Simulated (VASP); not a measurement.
Set up this calculation in VASP 6.6.1, as the native input.

```
Task                   : single point
Functional             : PBE
Potentials or basis    : VASP PAW PBE potentials, release 64 (Mg, Cd, O)
Cutoff                 : 520 eV
k mesh                 : 4 × 4 × 4
Occupations            : gaussian, width 0.1 eV
Spin                   : no spin polarisation
Dipole correction      : no
Further INCAR settings : ALGO = Normal; EDIFF = 1e-07; NBANDS = 41
```

The structure of MgCd3O4 lies in POSCAR:

```
MgCd3O4
1.0
    4.6810743306      0.0000000000      0.0000000000
    0.0000000000      4.6810743306      0.0000000000
    0.0000000000      0.0000000000      4.6810743306
Mg Cd O
1 3 4
Direct
    0.5000000000      0.5000000000      0.5000000000
    0.5000000000      0.0000000000      0.0000000000
    0.0000000000      0.0000000000      0.5000000000
    0.0000000000      0.5000000000      0.0000000000
    0.0000000000      0.5000000000      0.5000000000
    0.5000000000      0.5000000000      0.0000000000
    0.0000000000      0.0000000000      0.0000000000
    0.5000000000      0.0000000000      0.5000000000
```

The input as run:

INCAR

```
PREC = Accurate
ENCUT = 520
EDIFF = 1E-7
ISMEAR = 0
SIGMA = 0.1
LREAL = F
LASPH = T
NELM = 80
ALGO = Normal
ISIF = 2
LWAVE = F
LCHARG = F
GGA = PE
NBANDS = 41
```

KPOINTS

```
Automatic mesh
0
Gamma
  4 4 4
```

Potentials or basis: VASP PAW PBE potentials, release 64 (Mg, Cd, O).

The run is started by

```bash
$ cat potpaw_PBE.64/Mg/POTCAR potpaw_PBE.64/Cd/POTCAR potpaw_PBE.64/O/POTCAR > POTCAR
$ mpirun -np 1 vasp_std > vasp.out
```

Results of the run:

- Pressure: 1.0 GPa
- Band gap on the k mesh: zero (bands 31 and 32 overlap by 0.15 eV)

Caveat: semilocal functionals underestimate gaps, so a narrow gap can read as zero.

Run time: 30 s on 1 thread of Intel(R) Xeon(R) Platinum 8488C (Sapphire Rapids) (shared host), peak memory 0.21 GiB.
